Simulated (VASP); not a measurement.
# NaH (P4/mmm) in VASP: a series of runs

NaH is run at these levels: r2SCAN; tasks: single point.

Program: VASP 6.6.1. These are calculated values, not measurements. Logs are shortened: lines on timing, memory, paths and dates and some standing lists are left out, and cuts for length are marked.

### Step 1. The cell of the first run

The structure is tetragonal, space group P4/mmm (No. 123). The conventional cell has a = 2.936 Å, b = 2.936 Å, c = 2.994 Å, α = 90.00°, β = 90.00°, γ = 90.00°. Within 3.4 Å of Na (site symmetry 4/mmm) lie 8 H at 2.56 Å and 6 Na at 2.94 to 2.99 Å. H (site symmetry 4/mmm) has 8 Na at 2.56 Å and 6 H at 2.94 to 2.99 Å within 3.4 Å.

### Step 2. Single point, r2SCAN

File POSCAR:

```
NaH
1.0
    2.9356818319      0.0000000000      0.0000000000
    0.0000000000      2.9356818319      0.0000000000
    0.0000000000      0.0000000000      2.9943954685
Na H
1 1
Direct
    0.0000000000      0.0000000000      0.0000000000
    0.5000000000      0.5000000000      0.5000000000
```

File INCAR.step1:

```
ALGO = Normal
EDIFF = 1E-5
ENCUT = 550
GGA = PE
GGA_COMPAT = F
ISMEAR = -1
LASPH = T
LCHARG = F
LREAL = F
LWAVE = T
NBANDS = 11
NELM = 120
PREC = Accurate
SIGMA = 0.02
```

File INCAR.step2:

```
ALGO = Normal
EDIFF = 1E-6
ENCUT = 550
GGA_COMPAT = F
ISIF = 2
ISMEAR = -1
ISTART = 1
LASPH = T
LCHARG = T
LELF = T
LMIXTAU = T
LREAL = F
LVHAR = T
LWAVE = F
METAGGA = R2SCAN
NBANDS = 11
NELM = 120
PREC = Accurate
SIGMA = 0.02
```

File KPOINTS:

```
k-points
0
Gamma
  6 6 6
```

Potentials or basis: VASP PAW PBE potentials, release 64 (Na_pv, H).

Started as:

```sh
> cat potpaw_PBE.64/Na_pv/POTCAR potpaw_PBE.64/H/POTCAR > POTCAR
> cp INCAR.step1 INCAR
> mpirun -np 1 vasp_std > vasp.out
> cp INCAR.step2 INCAR
> mpirun -np 1 vasp_std > vasp.out
```

OUTCAR:

```text
EDIFF = 1E-6
   ENCUT = 550
   ISIF = 2
   ISMEAR = -1
   ISTART = 1
   LASPH = T
   LREAL = F
   METAGGA = R2SCAN
   NELM = 120
   PREC = Accurate

 ion  position               nearest neighbor table
   1  0.000  0.000  0.000-
   2  0.500  0.500  0.500-

  LATTYP: Found a simple tetragonal cell.
 ALAT       =     2.9356818319
 C/A-ratio  =     1.0200000000

  Lattice vectors:

 A1 = (   2.9356818319,   0.0000000000,   0.0000000000)
 A2 = (   0.0000000000,   2.9356818319,   0.0000000000)
 A3 = (   0.0000000000,   0.0000000000,   2.9943954685)

Analysis of symmetry for initial positions (statically):
=====================================================================
 Subroutine PRICEL returns:
 Original cell was already a primitive cell.

 Routine SETGRP: Setting up the symmetry group for a
 simple tetragonal supercell.

 Subroutine GETGRP returns: Found 16 space group operations
 (whereof 16 operations were pure point group operations)
 out of a pool of 16 trial point group operations.

The static configuration has the point symmetry D_4h.

Analysis of symmetry for dynamics (positions and initial velocities):
=====================================================================
 Subroutine PRICEL returns:
 Original cell was already a primitive cell.

 Routine SETGRP: Setting up the symmetry group for a
 simple tetragonal supercell.

 Subroutine GETGRP returns: Found 16 space group operations
 (whereof 16 operations were pure point group operations)
 out of a pool of 16 trial point group operations.

The dynamic configuration has the point symmetry D_4h.

 Subroutine INISYM returns: Found 16 space group operations
 (whereof 16 operations are pure point group operations),
 and found     1 'primitive' translations

----------------------------------------------------------------------------------------

                                     Primitive cell

  volume of cell :      25.8064

  direct lattice vectors                    reciprocal lattice vectors
     2.935681832  0.000000000  0.000000000     0.340636369  0.000000000  0.000000000
     0.000000000  2.935681832  0.000000000     0.000000000  0.340636369  0.000000000
     0.000000000  0.000000000  2.994395469     0.000000000  0.000000000  0.333957225

  length of vectors
     2.935681832  2.935681832  2.994395469     0.340636369  0.340636369  0.333957225

  position of ions in fractional coordinates (direct lattice)
     0.000000000  0.000000000  0.000000000
     0.500000000  0.500000000  0.500000000

  ion indices of the primitive-cell ions
   primitive index   ion index
                 1           1
                 2           2

----------------------------------------------------------------------------------------

 KPOINTS: k-points

Automatic generation of k-mesh.
 Grid dimensions read from file:
 generate k-points for:    6    6    6

 Generating k-lattice:

  Cartesian coordinates                     Fractional coordinates (reciprocal lattice)
     0.056772728  0.000000000  0.000000000     0.166666667  0.000000000  0.000000000
     0.000000000  0.056772728  0.000000000     0.000000000  0.166666667  0.000000000
     0.000000000  0.000000000  0.055659537     0.000000000  0.000000000  0.166666667

  Length of vectors
     0.056772728  0.056772728  0.055659537

  Shift w.r.t. Gamma in fractional coordinates (k-lattice)
     0.000000000  0.000000000  0.000000000

 Subroutine IBZKPT returns following result:
 ===========================================

 Found     40 irreducible k-points:

 Following reciprocal coordinates:
            Coordinates               Weight
  0.000000  0.000000  0.000000      1.000000
  0.166667  0.000000  0.000000      4.000000
  0.333333  0.000000  0.000000      4.000000
  0.500000  0.000000  0.000000      2.000000
  0.166667  0.166667  0.000000      4.000000
  0.333333  0.166667  0.000000      8.000000
[... 16 lines left out ...]
  0.333333  0.000000  0.333333      8.000000
  0.500000  0.000000  0.333333      4.000000
 [... further k-points ...]
   k-points           NKPTS =     40   k-points in BZ     NKDIM =     40   number of bands    NBANDS=     11
   number of dos      NEDOS =    301   number of ions     NIONS =      2
   total plane-waves  NPLWV =  13824
   dimension x,y,z NGX =    24 NGY =   24 NGZ =   24
   dimension x,y,z NGXF=    48 NGYF=   48 NGZF=   48
   ions per type =               1   1
   NGX,Y,Z   is equivalent  to a cutoff of  13.59, 13.59, 13.32 a.u.
   NGXF,Y,Z  is equivalent  to a cutoff of  27.18, 27.18, 26.65 a.u.
 SYSTEM =  unknown system
   PREC   = accura    normal or accurate (medium, high low for compatibility)
   ISTART =      1    job   : 0-new  1-cont  2-samecut
   ICHARG =      0    charge: 1-file 2-atom 10-const
   ISPIN  =      1    spin polarized calculation?
   LNONCOLLINEAR =      F non collinear calculations
   LSORBIT =      F    spin-orbit coupling
   LASPH  =      T    aspherical Exc in radial PAW
   ENCUT  =  550.0 eV  40.42 Ry    6.36 a.u.   5.61  5.61  5.73*2*pi/ulx,y,z
   NELM   =    120;   NELMIN=  2; NELMDL=  0     # of ELM steps
   EDIFF  = 0.1E-05   stopping-criterion for ELM
   LREAL  =      F    real-space projection
   EDIFFG = 0.1E-04   stopping-criterion for IOM
   NSW    =      0    number of steps for IOM
   IBRION =     -1    ionic relax: 0-MD 1-quasi-New 2-CG
   NFREE  =      0    steps in history (QN), initial steepest desc. (CG)
   ISIF   =      2    stress and relaxation
   ISYM   =      2    0-nonsym 1-usesym 2-fastsym
   POTIM  = 0.5000    time-step for ionic-motion
   TEBEG  =    0.0;   TEEND  =   0.0 temperature during run
   PSTRESS=    0.0 pullay stress
   NELECT =       8.0000    total number of electrons
   NUPDOWN=      -1.0000    fix difference up-down
   EMIN   =  10.00;   EMAX   =-10.00  energy-range for DOS
   EFERMI =   0.00;   METHOD = LEGACY
   ISMEAR =    -1;   SIGMA  =   0.02  broadening in eV -4-tet -1-fermi 0-gaus
   EFERMI_NEDOS =   21; number of points for ismear=-14 and -15
   IALGO  =     38    algorithm
   IMIX   =      4    mixing-type and parameters
     AMIX     =   0.40;   BMIX     =  1.00
     AMIX_MAG =   1.60;   BMIX_MAG =  1.00
  volume/ion in A,a.u.               =      12.90        87.08
  Fermi-wavevector in a.u.,A,eV,Ry     =   1.107973  2.093765 16.702564  1.227604
  Thomas-Fermi vector in A             =   2.244494
   LORBIT       =      0    0 simple, 1 ext, 2 COOP (PROOUT), +10 PAW based schemes
   METAGGA = R2SCAN    functional components
   LHFCALC =     F    Hartree Fock is set to
   AEXX    =    0.0000 exact exchange contribution
   IVDW    =     0    specifies the selected vdW correction
   LEPSILON=     F    determine dielectric tensor
   LRPA    =     F    only Hartree local field effects (RPA)
 non-spin polarized calculation
  energy-cutoff  :      550.00
  volume of cell :       25.81
 maximum number of plane-waves:       772
 NGX is ok and might be reduce to    24
   NGX = 11   NGY = 11   NGZ = 11

 number of electron       8.0000007 magnetization

 Free energy of the ion-electron system (eV)
  ---------------------------------------------------
  ext. energy  EPLUGINS =         0.00000000
  ---------------------------------------------------
  free energy    TOTEN  =        -7.28875396 eV

  energy without entropy =       -7.28875396  energy(sigma->0) =       -7.28875396

 E-fermi :   1.5931     XC(G=0):  -8.5606

 val. band max:        1.0641475937   @ k =   0.5000   0.5000   0.5000
 cond. band min:       2.5354115994   @ k =   0.0000   0.0000   0.5000
 fundamental gap:      1.4712640057
 Fermi energy:         1.5931145711

 k-point     1 :       0.0000    0.0000    0.0000
  band No.  band energies     occupation
      1     -24.4276      2.00000
      2     -24.4259      2.00000
      3     -24.4259      2.00000
      4      -4.8972      2.00000
      5      10.7059      0.00000
      6      12.5131      0.00000
      7      12.8178      0.00000
      8      13.8928      0.00000
      9      14.5760      0.00000
     10      14.5760      0.00000
     11      27.4028      0.00000

 k-point     2 :       0.1667    0.0000    0.0000
  band No.  band energies     occupation
      1     -24.4702      2.00000
      2     -24.4236      2.00000
      3     -24.4221      2.00000
      4      -4.4581      2.00000
      5       8.2008      0.00000
      6      11.7256      0.00000
      7      13.0842      0.00000
      8      14.2107      0.00000
      9      14.8905      0.00000
     10      19.1263      0.00000
     11      24.5150      0.00000

 k-point     3 :       0.3333    0.0000    0.0000
  band No.  band energies     occupation
      1     -24.5576      2.00000
      2     -24.4156      2.00000
      3     -24.4144      2.00000
      4      -3.2970      2.00000
      5       4.5084      0.00000
      6      12.4629      0.00000
      7      14.4242      0.00000
      8      15.0665      0.00000
      9      15.7325      0.00000
     10      20.9644      0.00000
     11      21.3329      0.00000

 k-point     4 :       0.5000    0.0000    0.0000
  band No.  band energies     occupation
      1     -24.6009      2.00000
      2     -24.4115      2.00000
      3     -24.4105      2.00000
      4      -2.3868      2.00000
      5       2.7283      0.00000
      6      12.9294      0.00000
      7      15.7498      0.00000
      8      15.8292      0.00000
      9      16.3967      0.00000
     10      18.5603      0.00000
     11      19.8512      0.00000
[... 239 lines left out ...]
 k-point    22 :       0.1667    0.0000    0.3333
  band No.  band energies     occupation
      1     -24.5336      2.00000
      2     -24.4579      2.00000
      3     -24.4127      2.00000
      4      -2.9959      2.00000
      5       4.6729      0.00000
      6       9.8243      0.00000
      7      13.7802      0.00000
      8      16.0890      0.00000
      9      17.1218      0.00000
     10      20.1431      0.00000
     11      21.7984      0.00000

 k-point    23 :       0.3333    0.0000    0.3333
  band No.  band energies     occupation
      1     -24.5408      2.00000
      2     -24.5197      2.00000
      3     -24.4054      2.00000
      4      -2.0226      2.00000
      5       5.5881      0.00000
      6       6.6384      0.00000
      7      12.3417      0.00000
      8      16.1048      0.00000
      9      17.2404      0.00000
     10      21.5870      0.00000
     11      22.1537      0.00000

 k-point    24 :       0.5000    0.0000    0.3333
  band No.  band energies     occupation
      1     -24.5812      2.00000
      2     -24.5134      2.00000
      3     -24.4017      2.00000
      4      -1.3151      2.00000
      5       4.5572      0.00000
      6       7.1665      0.00000
      7      10.7244      0.00000
      8      16.4537      0.00000
      9      18.3237      0.00000
     10      20.6830      0.00000
     11      21.7978      0.00000

 [... further k-points ...]

------------------------ aborting loop because EDIFF is reached ----------------------------------------

  FORCE on cell =-STRESS in cart. coord.  units (eV):
  Direction    XX          YY          ZZ          XY          YZ          ZX
  --------------------------------------------------------------------------------------
  -------------------------------------------------------------------------------------
  Total       -0.0047085     -0.0047085     -0.3987336      0.0000000     -0.0000000      0.0000000
  in kB       -0.2923243     -0.2923243    -24.7551922      0.0000000     -0.0000000      0.0000000
  external PRESSURE =      -8.4466136 kB  Pullay stress =       0.0000000 kB

 VOLUME and BASIS-vectors are now :
 -----------------------------------------------------------------------------
  energy-cutoff  :      550.00
  volume of cell :       25.81
      direct lattice vectors                 reciprocal lattice vectors
     2.935681832  0.000000000  0.000000000     0.340636369  0.000000000  0.000000000
     0.000000000  2.935681832  0.000000000     0.000000000  0.340636369  0.000000000
     0.000000000  0.000000000  2.994395469     0.000000000  0.000000000  0.333957225

 POSITION                                       TOTAL-FORCE (eV/Angst)
 -----------------------------------------------------------------------------------
      0.00000      0.00000      0.00000         0.000000      0.000000      0.000000
      1.46784      1.46784      1.49720         0.000000      0.000000      0.000000
 -----------------------------------------------------------------------------------
    total drift:                                0.000000      0.000000      0.000000

  FREE ENERGIE OF THE ION-ELECTRON SYSTEM (eV)
  ---------------------------------------------------
  free  energy   TOTEN  =        -7.2887539580 eV

  energy  without entropy=       -7.2887539580  energy(sigma->0) =       -7.28875396
```

Run time: 26 s. Hardware: 1 thread of Intel Xeon Platinum 8559C (Emerald Rapids), shared host; peak memory 0.14 GiB.

Results:

| Property | Result |
| --- | --- |
| Free energy | -7.2888 eV |
| Pressure | -0.8 GPa |
| Band gap on the k mesh | 1.47 eV (least direct gap 5.05 eV) |

Stress tensor (GPa, compression positive):
```
-0.03  0.00  0.00
 0.00 -0.03  0.00
 0.00  0.00 -2.48
```

Levels at points of the mesh, in eV from the valence-band top:
```tsv
k point	band 1	band 2	band 3	band 4	band 5	band 6	band 7	band 8	band 9
(0.00, 0.00, 0.00)	-25.49	-25.49	-25.49	-5.96	9.64	11.45	11.75	12.83	13.51
(0.50, 0.00, 0.00)	-25.66	-25.48	-25.47	-3.45	1.66	11.87	14.69	14.77	15.33
(0.50, 0.50, 0.00)	-25.63	-25.63	-25.46	-1.74	4.92	4.92	7.87	15.33	19.08
(0.00, 0.00, 0.50)	-25.64	-25.48	-25.48	-3.58	1.47	12.06	14.79	15.24	15.24
(0.50, 0.00, 0.50)	-25.64	-25.61	-25.46	-1.86	4.73	4.78	7.68	15.82	19.50
(0.50, 0.50, 0.50)	-25.61	-25.61	-25.59	0.00	7.21	7.31	7.31	10.07	10.07
```

Caveat: the PAW data sets were made with another functional, which shifts forces and pressure a little.

(Part 1 of 2 ends here.)
